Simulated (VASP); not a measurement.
# C (P6_3/mmc) in VASP: a series of runs

The runs below take C through single point, with PBE.

Program: VASP 6.6.1. These are calculated values, not measurements. Logs are shortened: lines on timing, memory, paths and dates and some standing lists are left out, and cuts for length are marked.

## (1) The cell of the first run

The structure is hexagonal, space group P6_3/mmc (No. 194). The conventional cell has a = 2.467 Å, b = 2.467 Å, c = 8.343 Å, α = 90.00°, β = 90.00°, γ = 120.00°. Within 1.9 Å of C (site symmetry -6m2) lie 3 C at 1.42 Å. Within 1.9 Å of C (site symmetry -6m2) lie 3 C at 1.42 Å.

## (2) Single point, PBE (strain -0.0200 x Voigt [0, 0, 1, 0, 0, 0])

INCAR

```
SYSTEM = C
PREC     = Accurate       ! precision mode
ENCUT    = 520            ! plane-wave cutoff, eV
EDIFF    = 1E-7           ! SCF threshold, eV
ISMEAR   = 0              ! smearing method
SIGMA    = 0.15           ! smearing width, eV
LREAL    = .FALSE.        ! projectors in reciprocal space
LASPH    = .TRUE.         ! aspherical terms in the spheres
NELM     = 60             ! most SCF steps
ALGO     = Normal         ! electronic algorithm
ISIF     = 2              ! what is computed and relaxed
LWAVE    = .FALSE.        ! write WAVECAR
LCHARG   = .FALSE.        ! write CHGCAR
GGA      = PE             ! functional
NBANDS   = 16             ! bands
```

KPOINTS

```
regular mesh
0
G
  24 24 6
  0 0 0
```

POSCAR

```
C
1.0
    2.4665344233      0.0000000000      0.0000000000
   -1.2332672117      2.1360814699      0.0000000000
    0.0000000000      0.0000000000      8.3425907526
C
4
Direct
    0.0000000000      0.0000000000      0.0025000000
    0.0000000000      0.0000000000      0.5025000000
    0.3333333333      0.6666666667      0.0025000000
    0.6666666667      0.3333333333      0.5025000000
```

Potentials or basis: VASP PAW PBE potentials, release 64 (C).

Command:

```
$ cat potpaw_PBE.64/C/POTCAR > POTCAR
$ mpirun -np 1 vasp_std > vasp.out
```

OUTCAR:

```text
SYSTEM = C
   PREC = Accurate
   ENCUT = 520
   EDIFF = 1E-7
   ISMEAR = 0
   LREAL = .FALSE.
   LASPH = .TRUE.
   NELM = 60
   ISIF = 2
   GGA = PE

 ion  position               nearest neighbor table
   1  0.000  0.000  0.002-   3 1.42   3 1.42   3 1.42
   2  0.000  0.000  0.502-   4 1.42   4 1.42   4 1.42
   3  0.333  0.667  0.002-   1 1.42   1 1.42   1 1.42
   4  0.667  0.333  0.502-   2 1.42   2 1.42   2 1.42

  LATTYP: Found a hexagonal cell.
 ALAT       =     2.4665344233
 C/A-ratio  =     3.3823127193

  Lattice vectors:

 A1 = (   2.4665344233,   0.0000000000,   0.0000000000)
 A2 = (  -1.2332672117,   2.1360814699,   0.0000000000)
 A3 = (   0.0000000000,   0.0000000000,   8.3425907526)

Analysis of symmetry for initial positions (statically):
=====================================================================
 Subroutine PRICEL returns:
 Original cell was already a primitive cell.

 Routine SETGRP: Setting up the symmetry group for a
 hexagonal supercell.

 Subroutine GETGRP returns: Found 24 space group operations
 (whereof  6 operations were pure point group operations)
 out of a pool of 24 trial point group operations.

The static configuration has the point symmetry C_3v.
 The point group associated with its full space group is D_6h.

Analysis of symmetry for dynamics (positions and initial velocities):
=====================================================================
 Subroutine PRICEL returns:
 Original cell was already a primitive cell.

 Routine SETGRP: Setting up the symmetry group for a
 hexagonal supercell.

 Subroutine GETGRP returns: Found 24 space group operations
 (whereof  6 operations were pure point group operations)
 out of a pool of 24 trial point group operations.

The dynamic configuration has the point symmetry C_3v.
 The point group associated with its full space group is D_6h.

 Subroutine INISYM returns: Found 24 space group operations
 (whereof  6 operations are pure point group operations),
 and found     1 'primitive' translations

----------------------------------------------------------------------------------------

                                     Primitive cell

  volume of cell :      43.9548

[... 85 lines left out ...]
   ICHARG =      2    charge: 1-file 2-atom 10-const
   ISPIN  =      1    spin polarized calculation?
   LNONCOLLINEAR =      F non collinear calculations
   LSORBIT =      F    spin-orbit coupling
   LASPH  =      T    aspherical Exc in radial PAW
   ENCUT  =  520.0 eV  38.22 Ry    6.18 a.u.   4.59  4.59 15.51*2*pi/ulx,y,z
   NELM   =     60;   NELMIN=  2; NELMDL= -5     # of ELM steps
   EDIFF  = 0.1E-06   stopping-criterion for ELM
   LREAL  =      F    real-space projection
   EDIFFG = 0.1E-05   stopping-criterion for IOM
   NSW    =      0    number of steps for IOM
   IBRION =     -1    ionic relax: 0-MD 1-quasi-New 2-CG
   NFREE  =      0    steps in history (QN), initial steepest desc. (CG)
   ISIF   =      2    stress and relaxation
   ISYM   =      2    0-nonsym 1-usesym 2-fastsym
   POTIM  = 0.5000    time-step for ionic-motion
   TEBEG  =    0.0;   TEEND  =   0.0 temperature during run
   PSTRESS=    0.0 pullay stress
   NELECT =      16.0000    total number of electrons
   NUPDOWN=      -1.0000    fix difference up-down
   EMIN   =  10.00;   EMAX   =-10.00  energy-range for DOS
   EFERMI =   0.00;   METHOD = LEGACY
   ISMEAR =     0;   SIGMA  =   0.15  broadening in eV -4-tet -1-fermi 0-gaus
   EFERMI_NEDOS =   21; number of points for ismear=-14 and -15
   IALGO  =     38    algorithm
   IMIX   =      4    mixing-type and parameters
     AMIX     =   0.40;   BMIX     =  1.00
     AMIX_MAG =   1.60;   BMIX_MAG =  1.00
  volume/ion in A,a.u.               =      10.99        74.16
  Fermi-wavevector in a.u.,A,eV,Ry     =   1.168906  2.208912 18.590195  1.366341
  Thomas-Fermi vector in A             =   2.305386
   LORBIT       =      0    0 simple, 1 ext, 2 COOP (PROOUT), +10 PAW based schemes
   GGA     = PE    functional components
   LHFCALC =     F    Hartree Fock is set to
   AEXX    =    0.0000 exact exchange contribution
   IVDW    =     0    specifies the selected vdW correction
   LEPSILON=     F    determine dielectric tensor
   LRPA    =     F    only Hartree local field effects (RPA)
 non-spin polarized calculation
 Gauss-broadening in eV      SIGMA  =   0.15
  energy-cutoff  :      520.00
  volume of cell :       43.95
 maximum number of plane-waves:      1209
   NGX =  9   NGY =  9   NGZ = 31

 number of electron      15.9999996 magnetization

 Free energy of the ion-electron system (eV)
  ---------------------------------------------------
  ext. energy  EPLUGINS =         0.00000000
  ---------------------------------------------------
  free energy    TOTEN  =       -36.90608875 eV

  energy without entropy =      -36.90513344  energy(sigma->0) =      -36.90561109

 E-fermi :   2.9471     XC(G=0):  -8.8598

 val. band max:        2.9463617195   @ k =   0.3333   0.3333   0.1667
 cond. band min:       2.9472730414   @ k =   0.3333   0.3333   0.3333
 fundamental gap:      0.0009113219
 Fermi energy:         2.9470531737

 k-point     1 :       0.0000    0.0000    0.0000
  band No.  band energies     occupation
      1     -16.5889      2.00000
      2     -16.5444      2.00000
      3      -4.9347      2.00000
      4      -4.3772      2.00000
      5      -0.0963      2.00000
      6      -0.0963      2.00000
[... 433 lines left out ...]
      3     -10.0871      2.00000
      4     -10.0687      2.00000
      5      -3.5998      2.00000
      6      -3.5942      2.00000
[... 8 lines left out ...]
     15      15.4488      0.00000
     16      16.5117      0.00000

 [... further k-points ...]
[... 5 lines left out ...]
  --------------------------------------------------------------------------------------
  -------------------------------------------------------------------------------------
  Total        0.1489681      0.1489681      0.0100162     -0.0000000     -0.0000000     -0.0000000
  in kB        5.4299760      5.4299760      0.3650961     -0.0000000     -0.0000000     -0.0000000
  external PRESSURE =       3.7416827 kB  Pullay stress =       0.0000000 kB

 VOLUME and BASIS-vectors are now :
 -----------------------------------------------------------------------------
  energy-cutoff  :      520.00
  volume of cell :       43.95
      direct lattice vectors                 reciprocal lattice vectors
     2.466534423  0.000000000  0.000000000     0.405427141  0.234073469  0.000000000
    -1.233267212  2.136081470  0.000000000     0.000000000  0.468146938  0.000000000
     0.000000000  0.000000000  8.342590753     0.000000000  0.000000000  0.119866841

 POSITION                                       TOTAL-FORCE (eV/Angst)
 -----------------------------------------------------------------------------------
      0.00000      0.00000      0.02086         0.000000      0.000000      0.000000
      0.00000      0.00000      4.19215         0.000000     -0.000000      0.000000
     -0.00000      1.42405      0.02086         0.000000      0.000000     -0.000000
      1.23327      0.71203      4.19215        -0.000000      0.000000     -0.000000
 -----------------------------------------------------------------------------------
    total drift:                               -0.000000     -0.000000      0.000020

  FREE ENERGIE OF THE ION-ELECTRON SYSTEM (eV)
  ---------------------------------------------------
  free  energy   TOTEN  =       -36.9060887471 eV

  energy  without entropy=      -36.9051334358  energy(sigma->0) =      -36.90561109
```

OSZICAR:

```text
N       E                     dE             d eps       ncg     rms          rms(c)
DAV:   1     0.397967772309E+02    0.39797E+02   -0.76523E+03  7808   0.906E+02
DAV:   2    -0.359740467063E+02   -0.75771E+02   -0.68720E+02 10864   0.185E+02
DAV:   3    -0.393559869441E+02   -0.33819E+01   -0.33589E+01 10752   0.375E+01
DAV:   4    -0.393908552096E+02   -0.34868E-01   -0.34852E-01  9752   0.461E+00
DAV:   5    -0.393914926197E+02   -0.63741E-03   -0.63736E-03 10600   0.592E-01    0.892E+00
DAV:   6    -0.375330155991E+02    0.18585E+01   -0.13491E+00  9248   0.691E+00    0.523E+00
DAV:   7    -0.368937347563E+02    0.63928E+00   -0.17119E+00  9680   0.785E+00    0.143E+00
DAV:   8    -0.369063241593E+02   -0.12589E-01   -0.65266E-02  9120   0.148E+00    0.205E-01
DAV:   9    -0.369057593738E+02    0.56479E-03   -0.11986E-03 10568   0.233E-01    0.109E-01
DAV:  10    -0.369060834753E+02   -0.32410E-03   -0.97157E-04  8704   0.189E-01    0.613E-02
DAV:  11    -0.369060862059E+02   -0.27306E-05   -0.19562E-05 10320   0.292E-02    0.106E-02
DAV:  12    -0.369060885665E+02   -0.23606E-05   -0.22845E-06  8904   0.132E-02    0.352E-03
DAV:  13    -0.369060887440E+02   -0.17752E-06   -0.27198E-07  9928   0.335E-03    0.653E-04
DAV:  14    -0.369060887471E+02   -0.30602E-08   -0.47259E-09  7728   0.543E-04
   1 F= -.36906089E+02 E0= -.36905611E+02  d E =-.955311E-03
```

stdout:

```text
POSCAR found type information on POSCAR C
 POSCAR found :  1 types and       4 ions
 scaLAPACK will be used
 LDA part: xc-table for (Slater+PW92), standard interpolation
 POSCAR, INCAR and KPOINTS ok, starting setup
 FFT: planning ... GRIDC
 FFT: planning ... GRID_SOFT
 FFT: planning ... GRID
 WAVECAR not read
 entering main loop
```

Wall time 2.4 min (1 thread of Intel Xeon Platinum 8259CL at 2.50GHz (Skylake/Cascade Lake), shared host); peak memory 0.23 GiB.

What came out:

* Free energy: -36.9061 eV
* Pressure: 0.4 GPa
* Band gap on the k mesh: zero (filled and empty bands touch)

Stress tensor (GPa, compression positive):
```
0.54 0.00 0.00
0.00 0.54 0.00
0.00 0.00 0.04
```

Caveat: the cell differs from its parent crystal (strain -0.0200 x Voigt [0, 0, 1, 0, 0, 0]); this functional lacks dispersion, which binds the layers, so the pressure and a relaxed spacing across them are unreliable.

## (3) Single point, PBE (strain -0.0100 x Voigt [0, 0, 1, 0, 0, 0])

INCAR

```
SYSTEM = C
PREC = Accurate
ENCUT = 520
EDIFF = 1E-6
ISMEAR = 0
SIGMA = 0.15
LREAL = .False.
LASPH = .True.
NELM = 100
ALGO = Normal
ISIF = 2
LWAVE = .False.
LCHARG = .False.
GGA = PE
NBANDS = 16
```

KPOINTS

```
Automatic mesh
0
Gamma
  24 24 6
  0 0 0
```

POSCAR, as its differences from that of step 2:

```diff
@@ -4,3 +4,3 @@
    -1.2332672117      2.1360814699      0.0000000000
-    0.0000000000      0.0000000000      8.3425907526
+    0.0000000000      0.0000000000      8.4277192296
 C
```

Potentials or basis: VASP PAW PBE potentials, release 64 (C).

Command:

```
$ cat potpaw_PBE.64/C/POTCAR > POTCAR
$ mpirun -np 1 vasp_std > vasp.out
```

OUTCAR:

```text
SYSTEM = C
   PREC = Accurate
   ENCUT = 520
   EDIFF = 1E-6
   ISMEAR = 0
   LREAL = .False.
   LASPH = .True.
   NELM = 100
   ISIF = 2
   GGA = PE

 ion  position               nearest neighbor table
   1  0.000  0.000  0.002-   3 1.42   3 1.42   3 1.42
   2  0.000  0.000  0.502-   4 1.42   4 1.42   4 1.42
   3  0.333  0.667  0.002-   1 1.42   1 1.42   1 1.42
   4  0.667  0.333  0.502-   2 1.42   2 1.42   2 1.42

  LATTYP: Found a hexagonal cell.
 ALAT       =     2.4665344233
 C/A-ratio  =     3.4168261144

  Lattice vectors:

 A1 = (   2.4665344233,   0.0000000000,   0.0000000000)
 A2 = (  -1.2332672117,   2.1360814699,   0.0000000000)
 A3 = (   0.0000000000,   0.0000000000,   8.4277192296)

Analysis of symmetry for initial positions (statically):
=====================================================================
 Subroutine PRICEL returns:
 Original cell was already a primitive cell.

 Routine SETGRP: Setting up the symmetry group for a
 hexagonal supercell.

[... 166 lines left out ...]
  ext. energy  EPLUGINS =         0.00000000
  ---------------------------------------------------
  free energy    TOTEN  =       -36.90637131 eV

  energy without entropy =      -36.90539375  energy(sigma->0) =      -36.90588253

 E-fermi :   2.8748     XC(G=0):  -8.7955

 val. band max:        2.8742205523   @ k =   0.3333   0.3333   0.1667
 cond. band min:       2.8749809614   @ k =   0.3333   0.3333   0.3333
 fundamental gap:      0.0007604090
 Fermi energy:         2.8748296518

 k-point     1 :       0.0000    0.0000    0.0000
  band No.  band energies     occupation
      1     -16.6595      2.00000
      2     -16.6192      2.00000
      3      -4.9901      2.00000
      4      -4.4686      2.00000
      5      -0.1689      2.00000
      6      -0.1689      2.00000
[... 433 lines left out ...]
      3     -10.1589      2.00000
      4     -10.1423      2.00000
      5      -3.6722      2.00000
      6      -3.6673      2.00000
[... 8 lines left out ...]
     15      15.3188      0.00000
     16      16.3813      0.00000

 [... further k-points ...]
[... 5 lines left out ...]
  --------------------------------------------------------------------------------------
  -------------------------------------------------------------------------------------
  Total        0.1502292      0.1502292      0.0031556     -0.0000000      0.0000000      0.0000000
  in kB        5.4206301      5.4206301      0.1138616     -0.0000000      0.0000000      0.0000000
  external PRESSURE =       3.6517073 kB  Pullay stress =       0.0000000 kB

 VOLUME and BASIS-vectors are now :
 -----------------------------------------------------------------------------
  energy-cutoff  :      520.00
  volume of cell :       44.40
      direct lattice vectors                 reciprocal lattice vectors
     2.466534423  0.000000000  0.000000000     0.405427141  0.234073469  0.000000000
    -1.233267212  2.136081470  0.000000000     0.000000000  0.468146938  0.000000000
     0.000000000  0.000000000  8.427719230     0.000000000  0.000000000  0.118656065

 POSITION                                       TOTAL-FORCE (eV/Angst)
 -----------------------------------------------------------------------------------
      0.00000      0.00000      0.02107         0.000000     -0.000000     -0.000000
      0.00000      0.00000      4.23493        -0.000000      0.000000     -0.000000
     -0.00000      1.42405      0.02107         0.000000     -0.000000      0.000000
      1.23327      0.71203      4.23493        -0.000000      0.000000     -0.000000
 -----------------------------------------------------------------------------------
    total drift:                               -0.000000     -0.000000      0.000003

  FREE ENERGIE OF THE ION-ELECTRON SYSTEM (eV)
  ---------------------------------------------------
  free  energy   TOTEN  =       -36.9063713127 eV

  energy  without entropy=      -36.9053937498  energy(sigma->0) =      -36.90588253
```

It took 2.1 min on 1 thread of Intel Xeon Platinum 8259CL at 2.50GHz (Skylake/Cascade Lake), shared host; peak memory 0.23 GiB.

What came out:

```
Free energy            : -36.9064 eV
Pressure               : 0.4 GPa
Band gap on the k mesh : zero (filled and empty bands touch)
```

Stress tensor (GPa, compression positive):
```
0.54 0.00 0.00
0.00 0.54 0.00
0.00 0.00 0.01
```

Levels at points of the mesh, in eV from the Fermi level:
```tsv
k point	band 6	band 7	band 8	band 9	band 10	band 11
(0.00, 0.00, 0.00)	-3.04	-3.04	-3.04	3.12	6.53	8.30
(0.50, 0.00, 0.00)	-6.42	-2.44	-2.28	1.58	1.80	7.33
(0.00, 0.00, 0.50)	-3.04	-3.04	-3.04	4.43	4.43	8.30
(0.50, 0.00, 0.50)	-6.42	-2.36	-2.36	1.67	1.67	7.36
```

Caveat: the cell differs from its parent crystal (strain -0.0100 x Voigt [0, 0, 1, 0, 0, 0]); this functional lacks dispersion, which binds the layers, so the pressure and a relaxed spacing across them are unreliable.

## (4) Single point, PBE (strain +0.0100 x Voigt [0, 0, 1, 0, 0, 0])

INCAR

```
  ALGO = Normal
  EDIFF = 1E-6
  ENCUT = 520
  GGA = PE
  ISIF = 2
  ISMEAR = 0
  LASPH = T
  LCHARG = T
  LELF = T
  LREAL = F
  LVHAR = T
  LWAVE = F
  NBANDS = 16
  NELM = 100
  PREC = Accurate
  SIGMA = 0.15
```

KPOINTS

```
k-points
0
Gamma
  24 24 6
```

POSCAR, as its differences from that of step 3:

```diff
@@ -4,3 +4,3 @@
    -1.2332672117      2.1360814699      0.0000000000
-    0.0000000000      0.0000000000      8.4277192296
+    0.0000000000      0.0000000000      8.5979761838
 C
```

Command:

```
$ cat potpaw_PBE.64/C/POTCAR > POTCAR
$ mpirun -np 1 vasp_std > vasp.out
```

It took 2.2 min on 1 thread of Intel Xeon Platinum 8259CL at 2.50GHz (Skylake/Cascade Lake), shared host; peak memory 0.24 GiB.

The run converged. Its results:

```yaml
Free_energy: -36.9067 eV
Pressure: 0.3 GPa
Band_gap_on_the_k_mesh: zero (filled and empty bands touch)
```

Stress tensor (GPa, compression positive):
```
 0.54  0.00  0.00
 0.00  0.54  0.00
 0.00  0.00 -0.03
```

Levels at points of the mesh, in eV from the Fermi level:
| k point | band 4 | band 5 | band 6 | band 7 | band 8 | band 9 | band 10 | band 11 | band 12 | band 13 |
| --- | --- | --- | --- | --- | --- | --- | --- | --- | --- | --- |
| (0.00, 0.00, 0.00) | -7.38 | -3.04 | -3.04 | -3.04 | -3.04 | 3.06 | 6.30 | 8.30 | 8.30 | 8.31 |
| (0.50, 0.00, 0.00) | -13.23 | -6.42 | -6.42 | -2.43 | -2.29 | 1.59 | 1.78 | 7.34 | 7.39 | 10.60 |
| (0.00, 0.00, 0.50) | -7.62 | -3.04 | -3.04 | -3.04 | -3.04 | 4.29 | 4.29 | 8.30 | 8.30 | 8.30 |
| (0.50, 0.00, 0.50) | -13.23 | -6.42 | -6.42 | -2.36 | -2.36 | 1.67 | 1.67 | 7.36 | 7.36 | 11.43 |

Caveat: the cell differs from its parent crystal (strain +0.0100 x Voigt [0, 0, 1, 0, 0, 0]); this functional lacks dispersion, which binds the layers, so the pressure and a relaxed spacing across them are unreliable.

## (5) Single point, PBE (strain +0.0200 x Voigt [0, 0, 1, 0, 0, 0])

INCAR

```
SYSTEM = C
PREC = Accurate ; ENCUT = 520
EDIFF = 1E-7 ; ISMEAR = 0
SIGMA = 0.15 ; LREAL = .False.
LASPH = .True. ; NELM = 60
ALGO = Normal ; ISIF = 2
LWAVE = .False. ; LCHARG = .True.
GGA = PE ; LELF = .True.
LVHAR = .True. ; NBANDS = 16
```

KPOINTS

```
regular mesh
0
Gamma
  24 24 6
  0 0 0
```

POSCAR, as its differences from that of step 4:

```diff
@@ -4,3 +4,3 @@
    -1.2332672117      2.1360814699      0.0000000000
-    0.0000000000      0.0000000000      8.5979761838
+    0.0000000000      0.0000000000      8.6831046608
 C
```

Command:

```
$ cat potpaw_PBE.64/C/POTCAR > POTCAR
$ mpirun -np 1 vasp_std > vasp.out
```

Run time: 2.6 min. Hardware: 1 thread of Intel Xeon Platinum 8259CL at 2.50GHz (Skylake/Cascade Lake), shared host; peak memory 0.24 GiB.

It converged, with:

```yaml
Free_energy: -36.9068 eV
Pressure: 0.3 GPa
Band_gap_on_the_k_mesh: zero (filled and empty bands touch)
```

Stress tensor (GPa, compression positive):
```
 0.53  0.00  0.00
 0.00  0.53  0.00
 0.00  0.00 -0.05
```

Levels at points of the mesh, in eV from the Fermi level:
```
           k point  band 6  band 7  band 8  band 9  band 10  band 11
(0.00, 0.00, 0.00)   -3.04   -3.04   -3.04    3.04     6.18     8.30
(0.50, 0.00, 0.00)   -6.42   -2.42   -2.30    1.59     1.78     7.34
(0.00, 0.00, 0.50)   -3.04   -3.04   -3.04    4.23     4.23     8.30
(0.50, 0.00, 0.50)   -6.42   -2.36   -2.36    1.67     1.67     7.36
```

Caveat: the cell differs from its parent crystal (strain +0.0200 x Voigt [0, 0, 1, 0, 0, 0]); this functional lacks dispersion, which binds the layers, so the pressure and a relaxed spacing across them are unreliable.

## (6) Overview

```csv
cell,gap on the mesh (eV),pressure (GPa)
"a = 2.467, b = 2.467, c = 8.343 Å, angles 90.0, 90.0, 120.0°, 4 atoms",none,0.4
"a = 2.467, b = 2.467, c = 8.428 Å, angles 90.0, 90.0, 120.0°, 4 atoms",none,0.4
"a = 2.467, b = 2.467, c = 8.598 Å, angles 90.0, 90.0, 120.0°, 4 atoms",none,0.3
"a = 2.467, b = 2.467, c = 8.683 Å, angles 90.0, 90.0, 120.0°, 4 atoms",none,0.3
```

Alike in all rows: task single point; level PBE; potentials or basis VASP PAW PBE potentials, release 64 (C); no spin polarisation; k mesh 24 × 24 × 6; cutoff (eV) 520; smearing gaussian 0.15 eV.

Caveats: this functional lacks dispersion, which binds the layers, so the pressure and a relaxed spacing across them are unreliable.

Absolute energies hang on the potentials; compare differences alone.
